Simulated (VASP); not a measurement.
# SbO6 (Im-3m) in VASP: a series of runs

The runs below take SbO6 through single point, relaxation of cell and atoms, with PBE.

All numbers are computed with VASP 6.6.1; they aren't measurements. Logs are shortened: lines on timing, memory, paths and dates and some standing lists are left out, and cuts for length are marked.

## 1. The cell of the first run

The structure is cubic, space group Im-3m (No. 229). Conventional cell: a = 5.839 Å, b = 5.839 Å, c = 5.839 Å, α = 90.00°, β = 90.00°, γ = 90.00°. Sb (site symmetry m-3m) has 6 O at 2.27 Å within 3.0 Å. O (site symmetry 4mm) has 1 O at 1.31 Å within 1.7 Å.

## 2. Single point, PBE

INCAR reads:

```
PREC     = Accurate       # precision mode
ENCUT    = 600            # plane-wave cutoff, eV
EDIFF    = 1E-6           # SCF threshold, eV
ISMEAR   = 0              # smearing method
SIGMA    = 0.1            # smearing width, eV
LREAL    = False          # projectors in reciprocal space
LASPH    = True           # aspherical terms in the spheres
NELM     = 120            # most SCF steps
ALGO     = Normal         # electronic algorithm
ISIF     = 2              # what is computed and relaxed
LWAVE    = False          # write WAVECAR
LCHARG   = True           # write CHGCAR
GGA      = PE             # functional
LELF     = True           # ELF
LVHAR    = True         
NBANDS   = 34             # bands
GGA_COMPAT= False
```

KPOINTS reads:

```
regular mesh
0
Gamma
  10 10 10
```

POSCAR reads:

```
SbO6
1.0
   -2.9195786588      2.9195786588      2.9195786588
    2.9195786588     -2.9195786588      2.9195786588
    2.9195786588      2.9195786588     -2.9195786588
Sb O
1 6
Direct
    0.0000000000      0.0000000000      0.0000000000
    0.0000000000      0.6118510263      0.6118510263
    0.0000000000      0.3881489737      0.3881489737
    0.6118510263      0.6118510263      0.0000000000
    0.3881489737      0.3881489737      0.0000000000
    0.6118510263      0.0000000000      0.6118510263
    0.3881489737      0.0000000000      0.3881489737
```

Potentials or basis: VASP PAW PBE potentials, release 64 (Sb_d_GW, O).

Launch:

```sh
cat potpaw_PBE.64/Sb_d_GW/POTCAR potpaw_PBE.64/O/POTCAR > POTCAR
mpirun -np 1 vasp_std > vasp.out
```

OUTCAR:

```text
PREC = Accurate
   ENCUT = 600
   EDIFF = 1E-6
   ISMEAR = 0
   LREAL = False
   LASPH = True
   NELM = 120
   ISIF = 2
   GGA = PE

 ion  position               nearest neighbor table
   1  0.000  0.000  0.000-   2 2.27   3 2.27   4 2.27   5 2.27   6 2.27   7 2.27
   2  0.000  0.612  0.612-   3 1.31   1 2.27
   3  0.000  0.388  0.388-   2 1.31   1 2.27
   4  0.612  0.612  0.000-   5 1.31   1 2.27
   5  0.388  0.388  0.000-   4 1.31   1 2.27
   6  0.612  0.000  0.612-   7 1.31   1 2.27
   7  0.388  0.000  0.388-   6 1.31   1 2.27

  LATTYP: Found a body centered cubic cell.
 ALAT       =     5.8391573176

  Lattice vectors:

 A1 = (  -2.9195786588,   2.9195786588,   2.9195786588)
 A2 = (   2.9195786588,  -2.9195786588,   2.9195786588)
 A3 = (   2.9195786588,   2.9195786588,  -2.9195786588)

Analysis of symmetry for initial positions (statically):
=====================================================================
 Subroutine PRICEL returns:
 Original cell was already a primitive cell.

 Routine SETGRP: Setting up the symmetry group for a
 body centered cubic supercell.

 Subroutine GETGRP returns: Found 48 space group operations
 (whereof 48 operations were pure point group operations)
 out of a pool of 48 trial point group operations.

The static configuration has the point symmetry O_h .

Analysis of symmetry for dynamics (positions and initial velocities):
=====================================================================
 Subroutine PRICEL returns:
 Original cell was already a primitive cell.

 Routine SETGRP: Setting up the symmetry group for a
 body centered cubic supercell.

 Subroutine GETGRP returns: Found 48 space group operations
 (whereof 48 operations were pure point group operations)
 out of a pool of 48 trial point group operations.

The dynamic configuration has the point symmetry O_h .

 Subroutine INISYM returns: Found 48 space group operations
 (whereof 48 operations are pure point group operations),
 and found     1 'primitive' translations

----------------------------------------------------------------------------------------

                                     Primitive cell

  volume of cell :      99.5452

  direct lattice vectors                    reciprocal lattice vectors
    -2.919578659  2.919578659  2.919578659     0.000000000  0.171257588  0.171257588
     2.919578659 -2.919578659  2.919578659     0.171257588  0.000000000  0.171257588
     2.919578659  2.919578659 -2.919578659     0.171257588  0.171257588  0.000000000

  length of vectors
     5.056858574  5.056858574  5.056858574     0.242194804  0.242194804  0.242194804

  position of ions in fractional coordinates (direct lattice)
     0.000000000  0.000000000  0.000000000
     0.000000000  0.611851026  0.611851026
     0.000000000  0.388148974  0.388148974
     0.611851026  0.611851026  0.000000000
     0.388148974  0.388148974  0.000000000
     0.611851026  0.000000000  0.611851026
     0.388148974  0.000000000  0.388148974

  ion indices of the primitive-cell ions
   primitive index   ion index
                 1           1
                 2           2
                 3           3
                 4           4
                 5           5
                 6           6
                 7           7

----------------------------------------------------------------------------------------

 KPOINTS: regular mesh

Automatic generation of k-mesh.
 Grid dimensions read from file:
 generate k-points for:   10   10   10

 Generating k-lattice:

  Cartesian coordinates                     Fractional coordinates (reciprocal lattice)
     0.000000000  0.017125759  0.017125759     0.100000000  0.000000000  0.000000000
     0.017125759  0.000000000  0.017125759     0.000000000  0.100000000  0.000000000
     0.017125759  0.017125759  0.000000000     0.000000000  0.000000000  0.100000000

  Length of vectors
     0.024219480  0.024219480  0.024219480

  Shift w.r.t. Gamma in fractional coordinates (k-lattice)
     0.000000000  0.000000000  0.000000000

 Subroutine IBZKPT returns following result:
 ===========================================

 Found     47 irreducible k-points:

 Following reciprocal coordinates:
            Coordinates               Weight
  0.000000  0.000000  0.000000      1.000000
  0.100000  0.000000  0.000000     12.000000
  0.200000  0.000000  0.000000     12.000000
  0.300000  0.000000  0.000000     12.000000
  0.400000  0.000000  0.000000     12.000000
  0.500000  0.000000  0.000000      6.000000
[... 16 lines left out ...]
  0.300000  0.300000  0.100000      8.000000
 -0.300000  0.300000  0.100000     24.000000
 [... further k-points ...]
   k-points           NKPTS =     47   k-points in BZ     NKDIM =     47   number of bands    NBANDS=     34
   number of dos      NEDOS =    301   number of ions     NIONS =      7
   total plane-waves  NPLWV =  64000
   dimension x,y,z NGX =    40 NGY =   40 NGZ =   40
   dimension x,y,z NGXF=    80 NGYF=   80 NGZF=   80
   ions per type =               1   6
   NGX,Y,Z   is equivalent  to a cutoff of  13.15, 13.15, 13.15 a.u.
   NGXF,Y,Z  is equivalent  to a cutoff of  26.30, 26.30, 26.30 a.u.
 SYSTEM =  unknown system
   PREC   = accura    normal or accurate (medium, high low for compatibility)
   ISTART =      0    job   : 0-new  1-cont  2-samecut
   ICHARG =      2    charge: 1-file 2-atom 10-const
   ISPIN  =      1    spin polarized calculation?
   LNONCOLLINEAR =      F non collinear calculations
   LSORBIT =      F    spin-orbit coupling
   LASPH  =      T    aspherical Exc in radial PAW
   ENCUT  =  600.0 eV  44.10 Ry    6.64 a.u.  10.10 10.10 10.10*2*pi/ulx,y,z
   NELM   =    120;   NELMIN=  2; NELMDL= -5     # of ELM steps
   EDIFF  = 0.1E-05   stopping-criterion for ELM
   LREAL  =      F    real-space projection
   EDIFFG = 0.1E-04   stopping-criterion for IOM
   NSW    =      0    number of steps for IOM
   IBRION =     -1    ionic relax: 0-MD 1-quasi-New 2-CG
   NFREE  =      0    steps in history (QN), initial steepest desc. (CG)
   ISIF   =      2    stress and relaxation
   ISYM   =      2    0-nonsym 1-usesym 2-fastsym
   POTIM  = 0.5000    time-step for ionic-motion
   TEBEG  =    0.0;   TEEND  =   0.0 temperature during run
   PSTRESS=    0.0 pullay stress
   NELECT =      51.0000    total number of electrons
   NUPDOWN=      -1.0000    fix difference up-down
   EMIN   =  10.00;   EMAX   =-10.00  energy-range for DOS
   EFERMI =   0.00;   METHOD = LEGACY
   ISMEAR =     0;   SIGMA  =   0.10  broadening in eV -4-tet -1-fermi 0-gaus
   EFERMI_NEDOS =   21; number of points for ismear=-14 and -15
   IALGO  =     38    algorithm
   IMIX   =      4    mixing-type and parameters
     AMIX     =   0.40;   BMIX     =  1.00
     AMIX_MAG =   1.60;   BMIX_MAG =  1.00
  volume/ion in A,a.u.               =      14.22        95.97
  Fermi-wavevector in a.u.,A,eV,Ry     =   1.309960  2.475466 23.347533  1.715995
  Thomas-Fermi vector in A             =   2.440523
   LORBIT       =      0    0 simple, 1 ext, 2 COOP (PROOUT), +10 PAW based schemes
   GGA     = PE    functional components
   LHFCALC =     F    Hartree Fock is set to
   AEXX    =    0.0000 exact exchange contribution
   IVDW    =     0    specifies the selected vdW correction
   LEPSILON=     F    determine dielectric tensor
   LRPA    =     F    only Hartree local field effects (RPA)
 non-spin polarized calculation
 Gauss-broadening in eV      SIGMA  =   0.10
  energy-cutoff  :      600.00
  volume of cell :       99.55
 maximum number of plane-waves:      3367
   NGX = 21   NGY = 21   NGZ = 21

 number of electron      50.9999995 magnetization

 Free energy of the ion-electron system (eV)
  ---------------------------------------------------
  ext. energy  EPLUGINS =         0.00000000
  ---------------------------------------------------
  free energy    TOTEN  =       -31.48331246 eV

  energy without entropy =      -31.41659481  energy(sigma->0) =      -31.44995363

 E-fermi :   1.2888     XC(G=0):  -9.3062

 val. band max:        1.2878015182   @ k =   0.3000   0.0000   0.0000
 cond. band min:       1.2995408453   @ k =   0.3000   0.2000   0.2000
 fundamental gap:      0.0117393272
 Fermi energy:         1.2887707295

 k-point     1 :       0.0000    0.0000    0.0000
  band No.  band energies     occupation
      1     -28.7095      2.00000
      2     -28.7095      2.00000
      3     -28.6543      2.00000
      4     -28.6543      2.00000
      5     -28.6543      2.00000
      6     -22.7670      2.00000
[... 26 lines left out ...]
     33      11.4265      0.00000
     34      11.5072      0.00000

 k-point     2 :       0.1000    0.0000    0.0000
  band No.  band energies     occupation
      1     -28.7094      2.00000
      2     -28.7091      2.00000
      3     -28.6543      2.00000
      4     -28.6543      2.00000
      5     -28.6542      2.00000
      6     -22.7564      2.00000
[... 26 lines left out ...]
     33      11.3568      0.00000
     34      11.5646      0.00000

 k-point     3 :       0.2000    0.0000    0.0000
  band No.  band energies     occupation
      1     -28.7091      2.00000
      2     -28.7080      2.00000
      3     -28.6543      2.00000
      4     -28.6542      2.00000
      5     -28.6541      2.00000
      6     -22.7261      2.00000
[... 26 lines left out ...]
     33      10.8968      0.00000
     34      11.3832      0.00000
[... 704 lines left out ...]
 k-point    23 :       0.3000    0.3000    0.1000
  band No.  band energies     occupation
      1     -28.7057      2.00000
      2     -28.7057      2.00000
      3     -28.6543      2.00000
      4     -28.6541      2.00000
      5     -28.6541      2.00000
      6     -22.5345      2.00000
[... 26 lines left out ...]
     33      10.6679      0.00000
     34      11.0604      0.00000

 k-point    24 :      -0.3000    0.3000    0.1000
  band No.  band energies     occupation
      1     -28.7091      2.00000
      2     -28.7066      2.00000
      3     -28.6543      2.00000
      4     -28.6542      2.00000
      5     -28.6540      2.00000
      6     -22.6732      2.00000
[... 26 lines left out ...]
     33      10.7356      0.00000
     34      11.0892      0.00000

 [... further k-points ...]

------------------------ aborting loop because EDIFF is reached ----------------------------------------

  FORCE on cell =-STRESS in cart. coord.  units (eV):
  Direction    XX          YY          ZZ          XY          YZ          ZX
  --------------------------------------------------------------------------------------
  -------------------------------------------------------------------------------------
  Total        0.2783304      0.2783304      0.2783304      0.0000000     -0.0000000      0.0000000
  in kB        4.4797187      4.4797187      4.4797187      0.0000000     -0.0000000      0.0000000
  external PRESSURE =       4.4797187 kB  Pullay stress =       0.0000000 kB

 VOLUME and BASIS-vectors are now :
 -----------------------------------------------------------------------------
  energy-cutoff  :      600.00
  volume of cell :       99.55
      direct lattice vectors                 reciprocal lattice vectors
    -2.919578659  2.919578659  2.919578659     0.000000000  0.171257588  0.171257588
     2.919578659 -2.919578659  2.919578659     0.171257588  0.000000000  0.171257588
     2.919578659  2.919578659 -2.919578659     0.171257588  0.171257588  0.000000000

 POSITION                                       TOTAL-FORCE (eV/Angst)
 -----------------------------------------------------------------------------------
      0.00000      0.00000      0.00000         0.000000     -0.000000      0.000000
      3.57269      0.00000      0.00000         0.464302      0.000000      0.000000
      2.26646      0.00000      0.00000        -0.464302      0.000000      0.000000
      0.00000      0.00000      3.57269         0.000000     -0.000000      0.464302
      0.00000      0.00000      2.26646         0.000000     -0.000000     -0.464302
      0.00000      3.57269      0.00000         0.000000      0.464302      0.000000
      0.00000      2.26646      0.00000         0.000000     -0.464302      0.000000
 -----------------------------------------------------------------------------------
    total drift:                               -0.000000      0.000000     -0.000000

  FREE ENERGIE OF THE ION-ELECTRON SYSTEM (eV)
  ---------------------------------------------------
  free  energy   TOTEN  =       -31.4833124586 eV

  energy  without entropy=      -31.4165948091  energy(sigma->0) =      -31.44995363
```

It took 8.8 min on 1 thread of AMD EPYC 7R43 (Zen 3), shared host; peak memory 0.31 GiB.

What came out:

* Free energy: -31.4833 eV
* Pressure: 0.4 GPa
* Largest force: 0.464 eV/Å
* Band gap on the k mesh: zero (an odd number of electrons rules out a gap without spin polarisation)

Forces in eV/Å, atoms in the order of the input:
```
Sb   0.000  0.000  0.000
O    0.464  0.000  0.000
O   -0.464  0.000  0.000
O    0.000  0.000  0.464
O    0.000  0.000 -0.464
O    0.000  0.464  0.000
O    0.000 -0.464  0.000
```

Caveat: spin-orbit coupling is left out, which moves the levels of the heavy elements; an odd number of electrons without spin polarisation forces a metal; a magnetic or distorted state may lie lower.

## 3. Single point, PBE

INCAR reads:

```
PREC = Accurate
ENCUT = 600
EDIFF = 1E-6
ISMEAR = 0
SIGMA = 0.1
LREAL = False
LASPH = True
NELM = 120
ALGO = Normal
ISIF = 2
LWAVE = False
LCHARG = False
GGA = PE
NBANDS = 34
GGA_COMPAT = False
```

KPOINTS reads:

```
Automatic mesh
0
Gamma
  10 10 10
```

POSCAR is that of step 2.

Potentials or basis: VASP PAW PBE potentials, release 64 (Sb_d_GW, O).

Launch:

```sh
cat potpaw_PBE.64/Sb_d_GW/POTCAR potpaw_PBE.64/O/POTCAR > POTCAR
mpirun -np 1 vasp_std > vasp.out
```

Run time: 7.5 min. Hardware: 1 thread of AMD EPYC 7R43 (Zen 3), shared host; peak memory 0.32 GiB.

It converged, with:

```
Free energy            : -31.4833 eV
Pressure               : 0.4 GPa
Largest force          : 0.464 eV/Å
Band gap on the k mesh : zero (an odd number of electrons rules out a gap without spin polarisation)
```

Forces on the atoms (eV/Å):
```
Sb   0.000  0.000  0.000
O    0.464  0.000  0.000
O   -0.464  0.000  0.000
O    0.000  0.000  0.464
O    0.000  0.000 -0.464
O    0.000  0.464  0.000
O    0.000 -0.464  0.000
```

Levels at points of the mesh, in eV from the Fermi level:
```tsv
k point	band 24	band 25	band 26	band 27	band 28	band 29
(0.00, 0.00, 0.00)	-0.92	0.44	0.44	0.44	1.61	1.61
(0.50, 0.00, 0.00)	-0.17	-0.17	-0.11	-0.02	2.45	4.43
(0.50, 0.50, 0.50)	-0.50	0.29	0.29	0.29	1.48	1.48
```

Caveat: spin-orbit coupling is left out, which moves the levels of the heavy elements; an odd number of electrons without spin polarisation forces a metal; a magnetic or distorted state may lie lower.

## 4. Relaxation of cell and atoms, PBE

INCAR reads:

```
PREC = Accurate
ENCUT = 600
EDIFF = 1E-7
ISMEAR = 0
SIGMA = 0.1
LREAL = F
LASPH = T
NELM = 120
ALGO = Normal
ISIF = 3
LWAVE = F
LCHARG = F
GGA = PE
IBRION = 2
NSW = 100
EDIFFG = -0.01
GGA_COMPAT = F
NELMIN = 4
```

KPOINTS is that of step 3.

POSCAR reads:

```
SbO6
1.0
   -2.9210741029      2.9210741029      2.9210741029
    2.9210741029     -2.9210741029      2.9210741029
    2.9210741029      2.9210741029     -2.9210741029
Sb O
1 6
Direct
    0.0000000000      0.0000000000      0.0000000000
    0.0000000000      0.6121533176      0.6121533176
    0.0000000000      0.3878466824      0.3878466824
    0.6121533176      0.6121533176      0.0000000000
    0.3878466824      0.3878466824      0.0000000000
    0.6121533176      0.0000000000      0.6121533176
    0.3878466824      0.0000000000      0.3878466824
```

Launch:

```sh
cat potpaw_PBE.64/Sb_d_GW/POTCAR potpaw_PBE.64/O/POTCAR > POTCAR
mpirun -np 1 vasp_std > vasp.out
```

Wall time 6.4 min (1 thread of AMD EPYC 9R45 (Zen 5), shared host); peak memory 0.33 GiB.

Results (log left out):

```
Free energy                           : -31.4927 eV
Relaxed volume                        : 14.11 Å³/atom
Relaxed cell                          : a = 5.044 Å, b = 5.044 Å, c = 5.044 Å, α = 109.47°, β = 109.47°, γ = 109.47°
Space group after relaxing (to 0.1 Å) : Im-3m (No. 229)
Energy gained by relaxing             : 0.7 meV/atom
Ionic steps                           : 5
Pressure after relaxing               : 0.0 GPa
Band gap on the k mesh                : zero (an odd number of electrons rules out a gap without spin polarisation)
```

The path:
```
step  energy change (eV)  largest force (eV/Å)  pressure (GPa)  volume (Å³)
   1              0.0000                0.2932            0.02        99.70
   2              0.0211                0.7470           -2.02        99.72
   3             -0.0032                0.0002           -0.55        99.70
   4             -0.0045                0.0013           -0.18        99.11
   5             -0.0046                0.0007            0.04        98.79
```

Final structure:
```
Sb O
1.0
    -2.91214    2.91214    2.91214
     2.91214   -2.91214    2.91214
     2.91214    2.91214   -2.91214
Sb O
1 6
Direct
  0.00000 0.00000 0.00000
  0.00000 0.61310 0.61310
  0.00000 0.38690 0.38690
  0.61310 0.61310 0.00000
  0.38690 0.38690 0.00000
  0.61310 0.00000 0.61310
  0.38690 0.00000 0.38690
```

Levels at points of the mesh, in eV from the Fermi level:
```
           k point  band 24  band 25  band 26  band 27  band 28  band 29
(0.00, 0.00, 0.00)    -0.93     0.44     0.44     0.44     1.66     1.66
(0.50, 0.00, 0.00)    -0.17    -0.17    -0.11    -0.02     2.47     4.62
(0.50, 0.50, 0.50)    -0.51     0.30     0.30     0.30     1.53     1.53
```

Caveat: spin-orbit coupling is left out, which moves the levels of the heavy elements; an odd number of electrons without spin polarisation forces a metal; a magnetic or distorted state may lie lower.
